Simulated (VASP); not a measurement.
# LiH (Fm-3m) in VASP: a series of runs, part 2 of 2

VASP 6.6.1.

## 5. Single point, PBEsol

This run uses another cell than the first one, of 7.19 Å³/atom, 1.186 times its volume.

INCAR

```
SYSTEM = LiH
PREC = Accurate
ENCUT = 520
EDIFF = 1E-7
ISMEAR = 0
SIGMA = 0.01
LREAL = .False.
LASPH = .True.
NELM = 80
ALGO = Normal
ISIF = 2
LWAVE = .False.
LCHARG = .True.
GGA = PS
LELF = .True.
LVHAR = .True.
NBANDS = 9
```

KPOINTS

```
regular mesh
0
Gamma
  10 10 10
  0 0 0
```

POSCAR

```
LiH
1.0
    1.9300173580      1.9300173580      0.0000000000
   -1.9300173580      1.9300173580      0.0000000000
    0.0000000000      1.9300173580      1.9300173580
Li H
1 1
Direct
    0.0000000000      0.0000000000      0.0000000000
    0.5000000000      0.5000000000      0.0000000000
```

Potentials or basis: VASP PAW PBE potentials, release 64 (Li_sv, H).

On the command line:

```
$ cat potpaw_PBE.64/Li_sv/POTCAR potpaw_PBE.64/H/POTCAR > POTCAR
$ mpirun -np 1 vasp_std > vasp.out
```

OUTCAR:

```text
SYSTEM = LiH
   PREC = Accurate
   ENCUT = 520
   EDIFF = 1E-7
   ISMEAR = 0
   LREAL = .False.
   LASPH = .True.
   NELM = 80
   ISIF = 2
   GGA = PS

 ion  position               nearest neighbor table
   1  0.000  0.000  0.000-
   2  0.500  0.500  0.000-

  LATTYP: Found a face centered cubic cell.
 ALAT       =     3.8600347160

  Lattice vectors:

 A1 = (   0.0000000000,   1.9300173580,   1.9300173580)
 A2 = (   1.9300173580,   0.0000000000,   1.9300173580)
 A3 = (   1.9300173580,   1.9300173580,   0.0000000000)

Analysis of symmetry for initial positions (statically):
=====================================================================
 Subroutine PRICEL returns:
 Original cell was already a primitive cell.

 Routine SETGRP: Setting up the symmetry group for a
 face centered cubic supercell.

 Subroutine GETGRP returns: Found 48 space group operations
 (whereof 48 operations were pure point group operations)
 out of a pool of 48 trial point group operations.

The static configuration has the point symmetry O_h .

Analysis of symmetry for dynamics (positions and initial velocities):
=====================================================================
 Subroutine PRICEL returns:
 Original cell was already a primitive cell.

 Routine SETGRP: Setting up the symmetry group for a
 face centered cubic supercell.

 Subroutine GETGRP returns: Found 48 space group operations
 (whereof 48 operations were pure point group operations)
 out of a pool of 48 trial point group operations.

The dynamic configuration has the point symmetry O_h .

 Subroutine INISYM returns: Found 48 space group operations
 (whereof 48 operations are pure point group operations),
 and found     1 'primitive' translations

----------------------------------------------------------------------------------------

                                     Primitive cell

  volume of cell :      14.3785

  direct lattice vectors                    reciprocal lattice vectors
     1.930017358  1.930017358  0.000000000     0.259065028  0.259065028 -0.259065028
    -1.930017358  1.930017358  0.000000000    -0.259065028  0.259065028 -0.259065028
     0.000000000  1.930017358  1.930017358     0.000000000  0.000000000  0.518130055

  length of vectors
     2.729456723  2.729456723  2.729456723     0.448713790  0.448713790  0.518130055

  position of ions in fractional coordinates (direct lattice)
     0.000000000  0.000000000  0.000000000
     0.500000000  0.500000000  0.000000000

  ion indices of the primitive-cell ions
   primitive index   ion index
                 1           1
                 2           2

----------------------------------------------------------------------------------------

 KPOINTS: regular mesh

Automatic generation of k-mesh.
 Grid dimensions read from file:
 generate k-points for:   10   10   10

 Generating k-lattice:

  Cartesian coordinates                     Fractional coordinates (reciprocal lattice)
     0.025906503  0.025906503 -0.025906503     0.100000000  0.000000000  0.000000000
    -0.025906503  0.025906503 -0.025906503     0.000000000  0.100000000  0.000000000
     0.000000000  0.000000000  0.051813006     0.000000000  0.000000000  0.100000000

  Length of vectors
     0.044871379  0.044871379  0.051813006

  Shift w.r.t. Gamma in fractional coordinates (k-lattice)
     0.000000000  0.000000000  0.000000000

 Subroutine IBZKPT returns following result:
 ===========================================

 Found     47 irreducible k-points:

 Following reciprocal coordinates:
            Coordinates               Weight
  0.000000  0.000000  0.000000      1.000000
  0.100000  0.000000  0.000000      8.000000
  0.200000  0.000000  0.000000      8.000000
  0.300000  0.000000  0.000000      8.000000
  0.400000  0.000000  0.000000      8.000000
  0.500000  0.000000  0.000000      4.000000
[... 16 lines left out ...]
  0.300000  0.300000  0.000000     12.000000
  0.400000  0.300000  0.000000     24.000000
 [... further k-points ...]
   k-points           NKPTS =     47   k-points in BZ     NKDIM =     47   number of bands    NBANDS=      9
   number of dos      NEDOS =    301   number of ions     NIONS =      2
   total plane-waves  NPLWV =   8000
   dimension x,y,z NGX =    20 NGY =   20 NGZ =   20
   dimension x,y,z NGXF=    40 NGYF=   40 NGZF=   40
   ions per type =               1   1
   NGX,Y,Z   is equivalent  to a cutoff of  12.18, 12.18, 12.18 a.u.
   NGXF,Y,Z  is equivalent  to a cutoff of  24.36, 24.36, 24.36 a.u.
 SYSTEM =  LiH
   PREC   = accura    normal or accurate (medium, high low for compatibility)
   ISTART =      0    job   : 0-new  1-cont  2-samecut
   ICHARG =      2    charge: 1-file 2-atom 10-const
   ISPIN  =      1    spin polarized calculation?
   LNONCOLLINEAR =      F non collinear calculations
   LSORBIT =      F    spin-orbit coupling
   LASPH  =      T    aspherical Exc in radial PAW
   ENCUT  =  520.0 eV  38.22 Ry    6.18 a.u.   5.07  5.07  5.07*2*pi/ulx,y,z
   NELM   =     80;   NELMIN=  2; NELMDL= -5     # of ELM steps
   EDIFF  = 0.1E-06   stopping-criterion for ELM
   LREAL  =      F    real-space projection
   EDIFFG = 0.1E-05   stopping-criterion for IOM
   NSW    =      0    number of steps for IOM
   IBRION =     -1    ionic relax: 0-MD 1-quasi-New 2-CG
   NFREE  =      0    steps in history (QN), initial steepest desc. (CG)
   ISIF   =      2    stress and relaxation
   ISYM   =      2    0-nonsym 1-usesym 2-fastsym
   POTIM  = 0.5000    time-step for ionic-motion
   TEBEG  =    0.0;   TEEND  =   0.0 temperature during run
   PSTRESS=    0.0 pullay stress
   NELECT =       4.0000    total number of electrons
   NUPDOWN=      -1.0000    fix difference up-down
   EMIN   =  10.00;   EMAX   =-10.00  energy-range for DOS
   EFERMI =   0.00;   METHOD = LEGACY
   ISMEAR =     0;   SIGMA  =   0.01  broadening in eV -4-tet -1-fermi 0-gaus
   EFERMI_NEDOS =   21; number of points for ismear=-14 and -15
   IALGO  =     38    algorithm
   IMIX   =      4    mixing-type and parameters
     AMIX     =   0.40;   BMIX     =  1.00
     AMIX_MAG =   1.60;   BMIX_MAG =  1.00
  volume/ion in A,a.u.               =       7.19        48.52
  Fermi-wavevector in a.u.,A,eV,Ry     =   1.068703  2.019555 15.539563  1.142126
  Thomas-Fermi vector in A             =   2.204359
   LORBIT       =      0    0 simple, 1 ext, 2 COOP (PROOUT), +10 PAW based schemes
   GGA     = PS    functional components
   LHFCALC =     F    Hartree Fock is set to
   AEXX    =    0.0000 exact exchange contribution
   IVDW    =     0    specifies the selected vdW correction
   LEPSILON=     F    determine dielectric tensor
   LRPA    =     F    only Hartree local field effects (RPA)
 non-spin polarized calculation
 Gauss-broadening in eV      SIGMA  =   0.01
  energy-cutoff  :      520.00
  volume of cell :       14.38
 maximum number of plane-waves:       396
   NGX = 11   NGY = 11   NGZ = 11

 number of electron       3.9999989 magnetization

 Free energy of the ion-electron system (eV)
  ---------------------------------------------------
  ext. energy  EPLUGINS =         0.00000000
  ---------------------------------------------------
  free energy    TOTEN  =        -6.10313870 eV

  energy without entropy =       -6.10313870  energy(sigma->0) =       -6.10313870

 E-fermi :   1.0204     XC(G=0):  -8.9830

 val. band max:        0.7240039123   @ k =   0.5000   0.5000   0.0000
 cond. band min:       3.3632842402   @ k =   0.5000   0.5000   0.0000
 fundamental gap:      2.6392803279
 Fermi energy:         1.0204124843

 k-point     1 :       0.0000    0.0000    0.0000
  band No.  band energies     occupation
      1     -42.9114      2.00000
      2      -5.2578      2.00000
      3      18.3503      0.00000
      4      19.6071      0.00000
      5      19.6071      0.00000
      6      19.6071      0.00000
      7      24.4658      0.00000
      8      24.4659      0.00000
      9      24.4659      0.00000

 k-point     2 :       0.1000    0.0000    0.0000
  band No.  band energies     occupation
      1     -42.9040      2.00000
      2      -5.0747      2.00000
      3      16.4046      0.00000
      4      18.7676      0.00000
      5      19.1657      0.00000
      6      19.1657      0.00000
      7      23.8751      0.00000
      8      25.3957      0.00000
      9      25.3957      0.00000
[... 253 lines left out ...]
 k-point    24 :       0.4000    0.3000    0.0000
  band No.  band energies     occupation
      1     -42.8175      2.00000
      2      -0.5063      2.00000
      3       5.2955      0.00000
      4       8.5963      0.00000
      5      13.7465      0.00000
      6      17.9620      0.00000
      7      24.9964      0.00000
      8      29.1734      0.00000
      9      32.4969      0.00000

 [... further k-points ...]
[... 5 lines left out ...]
  --------------------------------------------------------------------------------------
  -------------------------------------------------------------------------------------
  Total        0.3408728      0.3408728      0.3408728      0.0000000     -0.0000000      0.0000000
  in kB       37.9830072     37.9830072     37.9830072      0.0000000     -0.0000000      0.0000000
  external PRESSURE =      37.9830072 kB  Pullay stress =       0.0000000 kB

 VOLUME and BASIS-vectors are now :
 -----------------------------------------------------------------------------
  energy-cutoff  :      520.00
  volume of cell :       14.38
      direct lattice vectors                 reciprocal lattice vectors
     1.930017358  1.930017358  0.000000000     0.259065028  0.259065028 -0.259065028
    -1.930017358  1.930017358  0.000000000    -0.259065028  0.259065028 -0.259065028
     0.000000000  1.930017358  1.930017358     0.000000000  0.000000000  0.518130055

 POSITION                                       TOTAL-FORCE (eV/Angst)
 -----------------------------------------------------------------------------------
      0.00000      0.00000      0.00000        -0.000000      0.000000      0.000000
      0.00000      1.93002      0.00000         0.000000      0.000000      0.000000
 -----------------------------------------------------------------------------------
    total drift:                               -0.000000      0.000000     -0.000000

  FREE ENERGIE OF THE ION-ELECTRON SYSTEM (eV)
  ---------------------------------------------------
  free  energy   TOTEN  =        -6.1031386950 eV

  energy  without entropy=       -6.1031386950  energy(sigma->0) =       -6.10313870
```

It used 13 s of CPU time on 1 thread of AMD EPYC 7R13 (shared host).

What came out:

| Property | Result |
| --- | --- |
| Free energy | -6.1031 eV |
| Band gap on the k mesh | 2.64 eV, direct |

Caveat: the cutoff is under 1.25 times the usual one of these potentials, so pressure, stress and relaxed cells hold a basis-set (Pulay) error; the PAW data sets were made with another functional, which shifts forces and pressure a little.

## 6. Overview

```csv
cell,gap on the mesh (eV)
"a = 2.579 Å, angles 60.0, 60.0, 90.0°, 2 atoms",2.43
"a = 2.768 Å, angles 60.0, 60.0, 90.0°, 2 atoms",2.68
"a = 2.729 Å, angles 60.0, 60.0, 90.0°, 2 atoms",2.64
```

Alike in all rows: task single point; level PBEsol; potentials or basis VASP PAW PBE potentials, release 64 (Li_sv, H); no spin polarisation; k mesh 10 × 10 × 10; cutoff (eV) 520; smearing gaussian 0.01 eV.

Caveats: the cutoff is under 1.25 times the usual one of these potentials, so pressure, stress and relaxed cells hold a basis-set (Pulay) error; the PAW data sets were made with another functional, which shifts forces and pressure a little.

Absolute energies hang on the potentials; compare differences alone.
